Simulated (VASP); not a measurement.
# WS2 (P6_3/mmc) in VASP: a series of runs, part 2 of 2

VASP 6.6.1. Earlier steps stand in the parts before.

## 3. Single point, LDA

INCAR

```
PREC = Accurate ; ENCUT = 520
EDIFF = 1E-7 ; ISMEAR = 0
SIGMA = 0.05 ; LREAL = F
LASPH = T ; NELM = 100
ALGO = Normal ; ISIF = 2
LWAVE = F ; LCHARG = F
GGA = CA ; NBANDS = 35
```

KPOINTS

```
regular mesh
0
Gamma
  12 12 4
```

POSCAR

```
WS2
1.0
    3.1812289120      0.0000000000      0.0000000000
   -1.5906144560      2.7550250530      0.0000000000
    0.0000000000      0.0000000000     12.3643864273
W S
2 4
Direct
    0.3333333333      0.6666666667      0.2500000000
    0.6666666667      0.3333333333      0.7500000000
    0.3333333333      0.6666666667      0.6214323947
    0.6666666667      0.3333333333      0.1214323947
    0.3333333333      0.6666666667      0.8785676053
    0.6666666667      0.3333333333      0.3785676053
```

Potentials or basis: VASP PAW LDA potentials, release 64 (W_sv, S).

The run is started by

```console
$ cat potpaw_LDA.64/W_sv/POTCAR potpaw_LDA.64/S/POTCAR > POTCAR
$ mpirun -np 1 vasp_std > vasp.out
```

OUTCAR:

```text
PREC = Accurate
   ENCUT = 520
   EDIFF = 1E-7
   ISMEAR = 0
   LREAL = F
   LASPH = T
   NELM = 100
   ISIF = 2
   GGA = CA

 ion  position               nearest neighbor table
   1  0.333  0.667  0.250-   4 2.43   6 2.43   4 2.43   6 2.43   4 2.43   6 2.43
   2  0.667  0.333  0.750-   3 2.43   5 2.43   3 2.43   5 2.43   3 2.43   5 2.43
   3  0.333  0.667  0.621-   2 2.43   2 2.43   2 2.43
   4  0.667  0.333  0.121-   1 2.43   1 2.43   1 2.43
   5  0.333  0.667  0.879-   2 2.43   2 2.43   2 2.43
   6  0.667  0.333  0.379-   1 2.43   1 2.43   1 2.43

  LATTYP: Found a hexagonal cell.
[... 1120 lines left out ...]
  -------------------------------------------------------------------------------------
  Total       -5.2229816     -5.2229816     -5.8195418      0.0000000     -0.0000000     -0.0000000
  in kB      -77.2211086    -77.2211086    -86.0411742      0.0000000     -0.0000000     -0.0000000
  external PRESSURE =     -80.1611305 kB  Pullay stress =       0.0000000 kB

 VOLUME and BASIS-vectors are now :
 -----------------------------------------------------------------------------
  energy-cutoff  :      520.00
  volume of cell :      108.37
      direct lattice vectors                 reciprocal lattice vectors
     3.181228912  0.000000000  0.000000000     0.314343930  0.181486553  0.000000000
    -1.590614456  2.755025053  0.000000000     0.000000000  0.362973106  0.000000000
     0.000000000  0.000000000 12.364386427     0.000000000  0.000000000  0.080877446

 POSITION                                       TOTAL-FORCE (eV/Angst)
 -----------------------------------------------------------------------------------
     -0.00000      1.83668      3.09110         0.000000      0.000000      0.000000
      1.59061      0.91834      9.27329        -0.000000     -0.000000      0.000000
     -0.00000      1.83668      7.68363         0.000000      0.000000      0.844022
      1.59061      0.91834      1.50144        -0.000000     -0.000000      0.844022
     -0.00000      1.83668     10.86295         0.000000      0.000000     -0.844022
      1.59061      0.91834      4.68076        -0.000000     -0.000000     -0.844022
 -----------------------------------------------------------------------------------
    total drift:                               -0.000000      0.000000     -0.000000

  FREE ENERGIE OF THE ION-ELECTRON SYSTEM (eV)
  ---------------------------------------------------
  free  energy   TOTEN  =       -52.3914658257 eV

  energy  without entropy=      -52.3914658257  energy(sigma->0) =      -52.39146583
```

OSZICAR:

```text
N       E                     dE             d eps       ncg     rms          rms(c)
DAV:   1     0.499206808172E+03    0.49921E+03   -0.28276E+04  4358   0.148E+03
DAV:   2    -0.223825416433E+02   -0.52159E+03   -0.50354E+03  4605   0.405E+02
DAV:   3    -0.544205347629E+02   -0.32038E+02   -0.31487E+02  4966   0.947E+01
DAV:   4    -0.552076871250E+02   -0.78715E+00   -0.78355E+00  4820   0.153E+01
DAV:   5    -0.552230772866E+02   -0.15390E-01   -0.15380E-01  4833   0.230E+00    0.364E+01
DAV:   6    -0.528533036258E+02    0.23698E+01   -0.85424E+00  4513   0.193E+01    0.152E+01
DAV:   7    -0.525967921289E+02    0.25651E+00   -0.30508E+00  4332   0.927E+00    0.667E+00
DAV:   8    -0.523933236196E+02    0.20347E+00   -0.45479E-01  4511   0.466E+00    0.193E+00
DAV:   9    -0.523945813572E+02   -0.12577E-02   -0.61551E-02  4983   0.122E+00    0.982E-01
DAV:  10    -0.523918595849E+02    0.27218E-02   -0.21394E-02  4636   0.971E-01    0.385E-01
DAV:  11    -0.523915366498E+02    0.32294E-03   -0.33683E-03  4357   0.367E-01    0.217E-01
DAV:  12    -0.523914711854E+02    0.65464E-04   -0.14713E-04  4512   0.796E-02    0.860E-02
DAV:  13    -0.523914666984E+02    0.44870E-05   -0.35662E-05  4640   0.361E-02    0.301E-02
DAV:  14    -0.523914664646E+02    0.23379E-06   -0.85445E-06  5001   0.167E-02    0.179E-02
DAV:  15    -0.523914659140E+02    0.55060E-06   -0.12864E-06  4606   0.778E-03    0.857E-03
DAV:  16    -0.523914658257E+02    0.88271E-07   -0.40910E-07  3849   0.278E-03
   1 F= -.52391466E+02 E0= -.52391466E+02  d E =-.137703E-26
```

stdout:

```text
POSCAR found type information on POSCAR W S
 POSCAR found :  2 types and       6 ions
 scaLAPACK will be used
 LDA part: xc-table for (Slater(with rela. corr.)+CA(PZ))
 , standard interpolation
 POSCAR, INCAR and KPOINTS ok, starting setup
 FFT: planning ... GRIDC
 FFT: planning ... GRID_SOFT
 FFT: planning ... GRID
 WAVECAR not read
 entering main loop
```

Run time: 100 s. Hardware: 1 thread of Intel Xeon 6975P-C (Granite Rapids), shared host; peak memory 0.3 GiB.

Results:

```yaml
Free_energy: -52.3915 eV
Pressure: -8.0 GPa
Largest_force: 0.844 eV/Å
Band_gap_on_the_k_mesh: 0.90 eV (least direct gap 1.77 eV)
```

Forces on the atoms (eV/Å):
```
W    0.000  0.000  0.000
W    0.000  0.000  0.000
S    0.000  0.000  0.844
S    0.000  0.000  0.844
S    0.000  0.000 -0.844
S    0.000  0.000 -0.844
```

Caveat: the cell stands under tension; spin-orbit coupling is left out, which moves the levels of the heavy elements. A k mesh can miss the band edges.

## 4. Single point, LDA (atoms shifted along a free coordinate)

INCAR

```
PREC = Accurate
ENCUT = 520
EDIFF = 1E-7
ISMEAR = 0
SIGMA = 0.05
LREAL = False
LASPH = True
NELM = 80
ALGO = Normal
ISIF = 2
LWAVE = False
LCHARG = False
NBANDS = 35
```

KPOINTS is that of step 3.

POSCAR

```
WS2
1.0
    3.1812289120      0.0000000000      0.0000000000
   -1.5906144560      2.7550250530      0.0000000000
    0.0000000000      0.0000000000     12.3643864273
W S
2 4
Direct
    0.3333333333      0.6666666667      0.2500000000
    0.6666666667      0.3333333333      0.7500000000
    0.3333333333      0.6666666667      0.6077145164
    0.6666666667      0.3333333333      0.1077145164
    0.3333333333      0.6666666667      0.8922854836
    0.6666666667      0.3333333333      0.3922854836
```

The run is started by

```console
$ cat potpaw_LDA.64/W_sv/POTCAR potpaw_LDA.64/S/POTCAR > POTCAR
$ mpirun -np 1 vasp_std > vasp.out
```

Run time: 92 s. Hardware: 1 thread of Intel Xeon 6975P-C (Granite Rapids), shared host; peak memory 0.29 GiB.

Results (log left out):

```yaml
Free_energy: -50.9121 eV
Pressure: -20.9 GPa
Largest_force: 3.319 eV/Å
Band_gap_on_the_k_mesh: 0.68 eV (least direct gap 1.43 eV)
```

Forces on the atoms (eV/Å):
```
W    0.000  0.000  0.000
W    0.000  0.000  0.000
S    0.000  0.000  3.319
S    0.000  0.000  3.319
S    0.000  0.000 -3.319
S    0.000  0.000 -3.319
```

Stress tensor (GPa, compression positive):
```
-14.82   0.00   0.00
  0.00 -14.82   0.00
  0.00   0.00 -32.97
```

Levels at points of the mesh, in eV from the valence-band top:
```
           k point  band 23  band 24  band 25  band 26  band 27  band 28  band 29  band 30
(0.00, 0.00, 0.00)    -0.98    -0.98    -0.86    -0.02     2.08     2.08     2.42     2.42
(0.50, 0.00, 0.00)    -1.34    -1.22    -1.13    -0.72     2.33     2.71     2.75     2.76
(0.00, 0.00, 0.50)    -1.05    -1.05    -0.23    -0.23     2.22     2.22     2.22     2.22
(0.50, 0.00, 0.50)    -1.20    -1.20    -0.97    -0.97     2.71     2.71     2.72     2.72
```

Caveat: the cell differs from its parent crystal (atoms shifted along a free coordinate); the stress differs along the axes, from -33 to -15 GPa; spin-orbit coupling is left out, which moves the levels of the heavy elements; forces of over 1 eV/Å act on the atoms, so gaps and moduli don't describe the material at rest. A k mesh can miss the band edges.

## 5. Single point, LDA (atoms shifted along a free coordinate)

INCAR

```
SYSTEM = WS2
PREC     = Accurate       ! precision mode
ENCUT    = 520            ! plane-wave cutoff, eV
EDIFF    = 1E-7           ! SCF threshold, eV
ISMEAR   = 0              ! smearing method
SIGMA    = 0.05           ! smearing width, eV
LREAL    = .False.        ! projectors in reciprocal space
LASPH    = .True.         ! aspherical terms in the spheres
NELM     = 60             ! most SCF steps
ALGO     = Normal         ! electronic algorithm
ISIF     = 2              ! what is computed and relaxed
LWAVE    = .False.        ! write WAVECAR
LCHARG   = .False.        ! write CHGCAR
NBANDS   = 35             ! bands
```

KPOINTS

```
regular mesh
0
Gamma
  12 12 4
  0 0 0
```

POSCAR

```
WS2
1.0
    3.2078374247      0.0000000000      0.0000000000
   -1.6039187124      2.7780687010      0.0000000000
    0.0000000000      0.0000000000     12.4678049309
W S
2 4
Direct
    0.3333333333      0.6666666667      0.2500000000
    0.6666666667      0.3333333333      0.7500000000
    0.3333333333      0.6666666667      0.6145775701
    0.6666666667      0.3333333333      0.1145775701
    0.3333333333      0.6666666667      0.8854224299
    0.6666666667      0.3333333333      0.3854224299
```

The run is started by

```console
$ cat potpaw_LDA.64/W_sv/POTCAR potpaw_LDA.64/S/POTCAR > POTCAR
$ mpirun -np 1 vasp_std > vasp.out
```

Run time: 84 s. Hardware: 1 thread of Intel Xeon 6975P-C (Granite Rapids), shared host; peak memory 0.3 GiB.

The run converged. Its results:

* Free energy: -51.5775 eV
* Pressure: -18.0 GPa
* Largest force: 2.518 eV/Å
* Band gap on the k mesh: 0.84 eV (least direct gap 1.85 eV)

Forces on the atoms (eV/Å):
```
W    0.000  0.000  0.000
W    0.000  0.000  0.000
S    0.000  0.000  2.518
S    0.000  0.000  2.518
S    0.000  0.000 -2.518
S    0.000  0.000 -2.518
```

Stress tensor (GPa, compression positive):
```
-14.67   0.00   0.00
  0.00 -14.67   0.00
  0.00   0.00 -24.73
```

Levels at points of the mesh, in eV from the valence-band top:
```tsv
k point	band 23	band 24	band 25	band 26	band 27	band 28	band 29	band 30
(0.00, 0.00, 0.00)	-1.44	-1.19	-1.11	0.00	2.15	2.15	2.36	2.36
(0.50, 0.00, 0.00)	-1.45	-1.38	-1.19	-1.13	2.42	2.44	2.48	2.87
(0.00, 0.00, 0.50)	-1.48	-1.48	-0.24	-0.24	2.24	2.24	2.24	2.24
(0.50, 0.00, 0.50)	-1.29	-1.29	-1.26	-1.26	2.46	2.46	2.69	2.69
```

Caveat: the cell differs from its parent crystal (atoms shifted along a free coordinate); the stress differs along the axes, from -25 to -15 GPa; spin-orbit coupling is left out, which moves the levels of the heavy elements; forces of over 1 eV/Å act on the atoms, so gaps and moduli don't describe the material at rest.

## 6. Overview

| cell | gap on the mesh (eV) | pressure (GPa) | largest force (eV/Å) |
| --- | --- | --- | --- |
| a = 3.181, b = 3.181, c = 12.364 Å, angles 90.0, 90.0, 120.0°, 6 atoms, atomic positions A | 0.37 | -25.1 | 4.14 |
| a = 3.181, b = 3.181, c = 12.364 Å, angles 90.0, 90.0, 120.0°, 6 atoms, atomic positions B | 0.90 | -8.0 | 0.84 |
| a = 3.181, b = 3.181, c = 12.364 Å, angles 90.0, 90.0, 120.0°, 6 atoms, atomic positions C | 0.68 | -20.9 | 3.32 |
| a = 3.208, b = 3.208, c = 12.468 Å, angles 90.0, 90.0, 120.0°, 6 atoms, atomic positions D | 0.84 | -18.0 | 2.52 |

Alike in all rows: task single point; level LDA; potentials or basis VASP PAW LDA potentials, release 64 (W_sv, S); no spin polarisation; k mesh 12 × 12 × 4; cutoff (eV) 520; smearing gaussian 0.05 eV.

Caveats: spin-orbit coupling is left out, which moves the levels of the heavy elements; forces of over 1 eV/Å act on the atoms, so gaps and moduli don't describe the material at rest (at least some runs); the stress differs along the axes, from -42 to -17 GPa (at least some runs); the cell stands under tension (at least some runs); the stress differs along the axes, from -33 to -15 GPa (at least some runs); the stress differs along the axes, from -25 to -15 GPa (at least some runs).

Total energies depend on the potentials used, so only differences within one code and one set of settings carry meaning.
